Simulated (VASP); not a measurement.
A run of VASP 6.6.1 is set up as follows.

POSCAR

```
SrMg3O4
1.0
   -2.3118551072      2.3118551072      4.3826572370
    2.3118551072     -2.3118551072      4.3826572370
    2.3118551072      2.3118551072     -4.3826572370
Mg O Sr
3 4 1
Direct
    0.7500000000      0.2500000000      0.5000000000
    0.0000000000      0.0000000000      0.0000000000
    0.2500000000      0.7500000000      0.5000000000
    0.5000000000      0.0000000000      0.5000000000
    0.7732402591      0.7732402591      0.0000000000
    0.0000000000      0.5000000000      0.5000000000
    0.2267597409      0.2267597409      0.0000000000
    0.5000000000      0.5000000000      0.0000000000
```

File INCAR.step1:

```
SYSTEM = SrMg3O4
PREC = Accurate
ENCUT = 520
ISMEAR = -1
SIGMA = 0.02
LREAL = .FALSE.
LASPH = .TRUE.
NELM = 80
NBANDS = 30
GGA = PE
ALGO = Normal
EDIFF = 1E-4
LWAVE = .TRUE.
LCHARG = .FALSE.
```

The input INCAR.step2:

```
SYSTEM = SrMg3O4
PREC = Accurate
ENCUT = 520
EDIFF = 1E-7
ISMEAR = -1
SIGMA = 0.02
LREAL = .FALSE.
LASPH = .TRUE.
NELM = 80
ALGO = Normal
ISIF = 2
LWAVE = .FALSE.
LCHARG = .FALSE.
METAGGA = R2SCAN
LMIXTAU = .TRUE.
NBANDS = 30
ISTART = 1
```

KPOINTS

```
regular mesh
0
G
  8 8 8
  0 0 0
```

Potentials or basis: VASP PAW PBE potentials, release 64 (Mg, O, Sr_sv).

Run with:

```console
$ cat potpaw_PBE.64/Mg/POTCAR potpaw_PBE.64/O/POTCAR potpaw_PBE.64/Sr_sv/POTCAR > POTCAR
$ cp INCAR.step1 INCAR
$ mpirun -np 1 vasp_std > vasp.out
$ cp INCAR.step2 INCAR
$ mpirun -np 1 vasp_std > vasp.out
```

**Question.** What does it give for the largest force?

**Answer.** 0.067 eV/Å.

**Question.** What does it give for the band gap on the k mesh?

**Answer.** 3.40 eV (least direct gap 3.43 eV).

**Question.** What does it give for the pressure?

**Answer.** 0.0 GPa.

Stress tensor (GPa, compression positive):
```
 0.11  0.00  0.00
 0.00  0.11  0.00
 0.00  0.00 -0.28
```

Caveat: the PAW data sets were made with another functional, which shifts forces and pressure a little. A k mesh can miss the band edges.
